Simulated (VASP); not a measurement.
# B (Im-3m) in VASP: a series of runs

The runs below take B through single point, with RPBE.

Program: VASP 6.6.1. These are calculated values, not measurements. Logs are shortened: lines on timing, memory, paths and dates and some standing lists are left out, and cuts for length are marked.

### Step 1. The cell of the first run

Symmetry: Im-3m, No. 229, cubic system. The conventional cell has a = 2.352 Å, b = 2.352 Å, c = 2.352 Å, α = 90.00°, β = 90.00°, γ = 90.00°. B (site symmetry m-3m) has 14 B at 2.04 to 2.35 Å within 2.7 Å.

This isn't the form of B at room conditions, which is rhombohedral.

### Step 2. Single point, RPBE (6.51 Å³/atom)

INCAR reads:

```
  PREC = Accurate
  ENCUT = 520
  EDIFF = 1E-6
  ISMEAR = -1
  SIGMA = 0.1
  LREAL = False
  LASPH = True
  NELM = 100
  ALGO = Normal
  ISIF = 2
  LWAVE = False
  LCHARG = False
  GGA = RP
  NBANDS = 8
```

KPOINTS reads:

```
regular mesh
0
Gamma
  31 31 31
```

POSCAR reads:

```
B
1.0
   -1.1759857076      1.1759857076      1.1759857076
    1.1759857076     -1.1759857076      1.1759857076
    1.1759857076      1.1759857076     -1.1759857076
B
1
Direct
    0.0000000000      0.0000000000      0.0000000000
```

Potentials or basis: VASP PAW PBE potentials, release 64 (B).

Run with:

```
cat potpaw_PBE.64/B/POTCAR > POTCAR
mpirun -np 1 vasp_std > vasp.out
```

OUTCAR:

```text
PREC = Accurate
   ENCUT = 520
   EDIFF = 1E-6
   ISMEAR = -1
   LREAL = False
   LASPH = True
   NELM = 100
   ISIF = 2
   GGA = RP

 ion  position               nearest neighbor table
   1  0.000  0.000  0.000-

  LATTYP: Found a body centered cubic cell.
 ALAT       =     2.3519714152

  Lattice vectors:

 A1 = (  -1.1759857076,   1.1759857076,   1.1759857076)
 A2 = (   1.1759857076,  -1.1759857076,   1.1759857076)
 A3 = (   1.1759857076,   1.1759857076,  -1.1759857076)

Analysis of symmetry for initial positions (statically):
=====================================================================
 Subroutine PRICEL returns:
 Original cell was already a primitive cell.

 Routine SETGRP: Setting up the symmetry group for a
 body centered cubic supercell.

 Subroutine GETGRP returns: Found 48 space group operations
 (whereof 48 operations were pure point group operations)
 out of a pool of 48 trial point group operations.

The static configuration has the point symmetry O_h .

Analysis of symmetry for dynamics (positions and initial velocities):
=====================================================================
 Subroutine PRICEL returns:
 Original cell was already a primitive cell.

 Routine SETGRP: Setting up the symmetry group for a
 body centered cubic supercell.

 Subroutine GETGRP returns: Found 48 space group operations
 (whereof 48 operations were pure point group operations)
 out of a pool of 48 trial point group operations.

The dynamic configuration has the point symmetry O_h .

 Subroutine INISYM returns: Found 48 space group operations
 (whereof 48 operations are pure point group operations),
 and found     1 'primitive' translations

----------------------------------------------------------------------------------------

                                     Primitive cell

  volume of cell :       6.5053

  direct lattice vectors                    reciprocal lattice vectors
    -1.175985708  1.175985708  1.175985708     0.000000000  0.425175235  0.425175235
     1.175985708 -1.175985708  1.175985708     0.425175235  0.000000000  0.425175235
     1.175985708  1.175985708 -1.175985708     0.425175235  0.425175235  0.000000000

  length of vectors
     2.036866995  2.036866995  2.036866995     0.601288584  0.601288584  0.601288584
[... 71 lines left out ...]
   ISTART =      0    job   : 0-new  1-cont  2-samecut
   ICHARG =      2    charge: 1-file 2-atom 10-const
   ISPIN  =      1    spin polarized calculation?
   LNONCOLLINEAR =      F non collinear calculations
   LSORBIT =      F    spin-orbit coupling
   LASPH  =      T    aspherical Exc in radial PAW
   ENCUT  =  520.0 eV  38.22 Ry    6.18 a.u.   3.79  3.79  3.79*2*pi/ulx,y,z
   NELM   =    100;   NELMIN=  2; NELMDL= -5     # of ELM steps
   EDIFF  = 0.1E-05   stopping-criterion for ELM
   LREAL  =      F    real-space projection
   EDIFFG = 0.1E-04   stopping-criterion for IOM
   NSW    =      0    number of steps for IOM
   IBRION =     -1    ionic relax: 0-MD 1-quasi-New 2-CG
   NFREE  =      0    steps in history (QN), initial steepest desc. (CG)
   ISIF   =      2    stress and relaxation
   ISYM   =      2    0-nonsym 1-usesym 2-fastsym
   POTIM  = 0.5000    time-step for ionic-motion
   TEBEG  =    0.0;   TEEND  =   0.0 temperature during run
   PSTRESS=    0.0 pullay stress
   NELECT =       3.0000    total number of electrons
   NUPDOWN=      -1.0000    fix difference up-down
   EMIN   =  10.00;   EMAX   =-10.00  energy-range for DOS
   EFERMI =   0.00;   METHOD = LEGACY
   ISMEAR =    -1;   SIGMA  =   0.10  broadening in eV -4-tet -1-fermi 0-gaus
   EFERMI_NEDOS =   21; number of points for ismear=-14 and -15
   IALGO  =     38    algorithm
   IMIX   =      4    mixing-type and parameters
     AMIX     =   0.40;   BMIX     =  1.00
     AMIX_MAG =   1.60;   BMIX_MAG =  1.00
  volume/ion in A,a.u.               =       6.51        43.90
  Fermi-wavevector in a.u.,A,eV,Ry     =   1.264814  2.390151 21.765968  1.599754
  Thomas-Fermi vector in A             =   2.398099
   LORBIT       =      0    0 simple, 1 ext, 2 COOP (PROOUT), +10 PAW based schemes
   GGA     = RP    functional components
   LHFCALC =     F    Hartree Fock is set to
   AEXX    =    0.0000 exact exchange contribution
   IVDW    =     0    specifies the selected vdW correction
   LEPSILON=     F    determine dielectric tensor
   LRPA    =     F    only Hartree local field effects (RPA)
 non-spin polarized calculation
  energy-cutoff  :      520.00
  volume of cell :        6.51
 maximum number of plane-waves:       182
   NGX =  7   NGY =  7   NGZ =  7

 number of electron       3.0000000 magnetization

 Free energy of the ion-electron system (eV)
  ---------------------------------------------------
  ext. energy  EPLUGINS =         0.00000000
  ---------------------------------------------------
  free energy    TOTEN  =        -4.70306138 eV

  energy without entropy =       -4.69414114  energy(sigma->0) =       -4.69860126

 E-fermi :   9.3826     XC(G=0): -12.6217

 val. band max:        9.3777218803   @ k =   0.2258   0.2258   0.1290
 cond. band min:       9.3892933880   @ k =  -0.3871  -0.3871   0.1290
 fundamental gap:      0.0115715077
 Fermi energy:         9.3826086400

 k-point     1 :       0.0000    0.0000    0.0000
  band No.  band energies     occupation
      1      -8.6288      2.00000
      2      24.3339      0.00000
      3      24.3339      0.00000
      4      24.3339      0.00000
      5      42.0165      0.00000
      6      42.0165      0.00000
      7      42.0165      0.00000
      8      45.7686      0.00000
[... 243 lines left out ...]
 k-point    24 :       0.2581    0.0323    0.0000
  band No.  band energies     occupation
      1      -5.2906      2.00000
      2      14.7567      0.00000
      3      19.7854      0.00000
      4      22.5826      0.00000
      5      33.7587      0.00000
      6      34.3042      0.00000
      7      43.3044      0.00000
      8      49.5525      0.00000

 [... further k-points ...]
[... 5 lines left out ...]
  --------------------------------------------------------------------------------------
  -------------------------------------------------------------------------------------
  Total       -0.3239941     -0.3239941     -0.3239941      0.0000000      0.0000000      0.0000000
  in kB      -79.7960764    -79.7960764    -79.7960764      0.0000000      0.0000000      0.0000000
  external PRESSURE =     -79.7960764 kB  Pullay stress =       0.0000000 kB

 VOLUME and BASIS-vectors are now :
 -----------------------------------------------------------------------------
  energy-cutoff  :      520.00
  volume of cell :        6.51
      direct lattice vectors                 reciprocal lattice vectors
    -1.175985708  1.175985708  1.175985708     0.000000000  0.425175235  0.425175235
     1.175985708 -1.175985708  1.175985708     0.425175235  0.000000000  0.425175235
     1.175985708  1.175985708 -1.175985708     0.425175235  0.425175235  0.000000000

 POSITION                                       TOTAL-FORCE (eV/Angst)
 -----------------------------------------------------------------------------------
      0.00000      0.00000      0.00000         0.000000      0.000000     -0.000000
 -----------------------------------------------------------------------------------
    total drift:                               -0.000000      0.000000      0.000000

  FREE ENERGIE OF THE ION-ELECTRON SYSTEM (eV)
  ---------------------------------------------------
  free  energy   TOTEN  =        -4.7030613788 eV

  energy  without entropy=       -4.6941411361  energy(sigma->0) =       -4.69860126
```

stdout:

```text
POSCAR found type information on POSCAR B
 POSCAR found :  1 types and       1 ions
 scaLAPACK will be used
 -----------------------------------------------------------------------------
|                                                                             |
|                                                                             |
|     You enforced a specific xc type in the INCAR file but a different       |
|     I HOPE YOU KNOW WHAT YOU ARE DOING!                                     |
|                                                                             |
 -----------------------------------------------------------------------------

 LDA part: xc-table for (Slater+PW92), standard interpolation
 POSCAR, INCAR and KPOINTS ok, starting setup
 FFT: planning ... GRIDC
 FFT: planning ... GRID_SOFT
 FFT: planning ... GRID
 WAVECAR not read
 entering main loop
```

It took 21 s on 1 thread of Intel Xeon 8259CL, shared host; peak memory 0.14 GiB.

Results:

| Property | Result |
| --- | --- |
| Free energy | -4.7031 eV |
| Pressure | -8.0 GPa |
| Band gap on the k mesh | zero (an odd number of electrons rules out a gap without spin polarisation) |

Caveat: the cell stands under tension; the PAW data sets were made with another functional, which shifts forces and pressure a little.

### Step 3. Single point, RPBE (6.76 Å³/atom)

This run uses another cell than the first one, of 6.76 Å³/atom.

INCAR reads:

```
PREC = Accurate
ENCUT = 520
EDIFF = 1E-6
ISMEAR = -1
SIGMA = 0.1
LREAL = False
LASPH = True
NELM = 100
ALGO = Normal
ISIF = 2
LWAVE = False
LCHARG = False
GGA = RP
NBANDS = 8
```

KPOINTS is that of step 2.

POSCAR reads:

```
B
1.0
   -1.1908731830      1.1908731830      1.1908731830
    1.1908731830     -1.1908731830      1.1908731830
    1.1908731830      1.1908731830     -1.1908731830
B
1
Direct
    0.0000000000      0.0000000000      0.0000000000
```

Potentials or basis: VASP PAW PBE potentials, release 64 (B).

Run with:

```
cat potpaw_PBE.64/B/POTCAR > POTCAR
mpirun -np 1 vasp_std > vasp.out
```

Run time: 25 s. Hardware: 1 thread of Intel Xeon 8259CL, shared host; peak memory 0.14 GiB.

Results (log left out):

```
Free energy            : -4.6860 eV
Pressure               : -13.9 GPa
Band gap on the k mesh : zero (an odd number of electrons rules out a gap without spin polarisation)
```

Levels at points of the mesh, in eV from the Fermi level:
| k point | band 1 | band 2 | band 3 | band 4 |
| --- | --- | --- | --- | --- |
| (0.00, 0.00, 0.00) | -17.55 | 14.48 | 14.48 | 14.48 |

Caveat: the cell stands under tension; the PAW data sets were made with another functional, which shifts forces and pressure a little.

### Step 4. Single point, RPBE (7.01 Å³/atom)

This run uses another cell than the first one, of 7.01 Å³/atom.

INCAR reads:

```
SYSTEM = B
PREC = Accurate
ENCUT = 520
EDIFF = 1E-6
ISMEAR = -1
SIGMA = 0.1
LREAL = .FALSE.
LASPH = .TRUE.
NELM = 80
ALGO = Normal
ISIF = 2
LWAVE = .FALSE.
LCHARG = .FALSE.
GGA = RP
NBANDS = 8
```

KPOINTS reads:

```
regular mesh
0
G
  31 31 31
  0 0 0
```

POSCAR reads:

```
B
1.0
   -1.2053974582      1.2053974582      1.2053974582
    1.2053974582     -1.2053974582      1.2053974582
    1.2053974582      1.2053974582     -1.2053974582
B
1
Direct
    0.0000000000      0.0000000000      0.0000000000
```

Run with:

```
cat potpaw_PBE.64/B/POTCAR > POTCAR
mpirun -np 1 vasp_std > vasp.out
```

Wall time 24 s (1 thread of Intel Xeon 8259CL, shared host); peak memory 0.14 GiB.

It converged, with:

- Free energy: -4.6607 eV
- Pressure: -18.8 GPa
- Band gap on the k mesh: zero (an odd number of electrons rules out a gap without spin polarisation)

Levels at points of the mesh, in eV from the Fermi level:
| k point | band 1 | band 2 | band 3 | band 4 |
| --- | --- | --- | --- | --- |
| (0.00, 0.00, 0.00) | -17.11 | 14.04 | 14.04 | 14.04 |

Caveat: the cell stands under tension; the PAW data sets were made with another functional, which shifts forces and pressure a little.

### Step 5. Summary

```tsv
cell	gap on the mesh (eV)	pressure (GPa)
a = 2.037 Å, angles 109.5°, 1 atom	none	-8.0
a = 2.063 Å, angles 109.5°, 1 atom	none	-13.9
a = 2.088 Å, angles 109.5°, 1 atom	none	-18.8
```

Alike in all rows: task single point; level RPBE; potentials or basis VASP PAW PBE potentials, release 64 (B); no spin polarisation; k mesh 31 × 31 × 31; cutoff (eV) 520; smearing fermi-dirac 0.1 eV.

Caveats: the cell stands under tension; the PAW data sets were made with another functional, which shifts forces and pressure a little.

Absolute energies hang on the potentials; compare differences alone.
